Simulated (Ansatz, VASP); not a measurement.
**One calculation of La, two programs**

INCAR

```
SYSTEM = La
ALGO = Normal
EDIFF = 1E-6
ENCUT = 520
ISIF = 2
ISMEAR = 0
LASPH = .TRUE.
LCHARG = .FALSE.
LREAL = .FALSE.
LWAVE = .FALSE.
NBANDS = 30
NELM = 60
PREC = Accurate
SIGMA = 0.1
```

The input KPOINTS:

```
k-points
0
G
  6 6 2
  0 0 0
```

Contents of POSCAR:

```
La
1.0
    3.7963115000      0.0000000000      0.0000000000
   -1.8981557500      3.2877022000      0.0000000000
    0.0000000000      0.0000000000     12.0412575300
La
4
Direct
    0.0000000000      0.0000000000      0.0000000000
    0.0000000000      0.0000000000      0.5000000000
    0.3333333300      0.6666666700      0.2500000000
    0.6666666700      0.3333333300      0.7500000000
```

Input for Ansatz:

```yaml
crystal:
  lattice:
    - [3.7963115, 0.0, 0.0]
    - [-1.89815575, 3.2877022, 0.0]
    - [0.0, 0.0, 12.04125753]
  atoms:
    - { symbol: La, position: [0.0, 0.0, 0.0] }
    - { symbol: La, position: [0.0, 0.0, 0.5] }
    - { symbol: La, position: [0.33333333, 0.66666667, 0.25] }
    - { symbol: La, position: [0.66666667, 0.33333333, 0.75] }
basis:
  ecutwfc: 420
kpoints:
  mp_grid: { grid: [6, 6, 2] }
hamiltonian:
  xc: lda
  pseudopotentials: { kind: paw, azcp: { folder: soft_1 } }
scf:
  occupations: { method: gaussian, width: 0.1 }
output:
  forces: true
  stress: true
  eigenvalues: true
```

Alike in both runs: task single point; functional LDA; k mesh 6 × 6 × 2; occupations gaussian, width 0.1 eV; no spin polarisation.

|  | VASP | Ansatz |
| --- | --- | --- |
| version | VASP 6.6.1 | Ansatz 0.2.0 |
| potentials or method | VASP PAW LDA potentials, release 64 (La), cutoff 520 eV | scalar-relativistic, plane waves, PAW |
| valence electrons in the cell | 44 | 44 |

|  | VASP | Ansatz | Ansatz less VASP |
| --- | --- | --- | --- |
| gap on the k mesh at the Fermi level (eV) | none | none | - |
| pressure (GPa) | -3.6 | -3.5 | +0.07 |
| traceless stress, the component that is largest in VASP (GPa) | 0.39 | 0.39 | +0.009 |

Ansatz warns that its potentials were made for another functional, while VASP's fit it. LDA's correlation is that of Perdew and Zunger in VASP and of Perdew and Wang (1992) in Ansatz. A gap of «none» marks a metal or a gap that the smearing closes.

Neither program's run includes spin-orbit coupling.
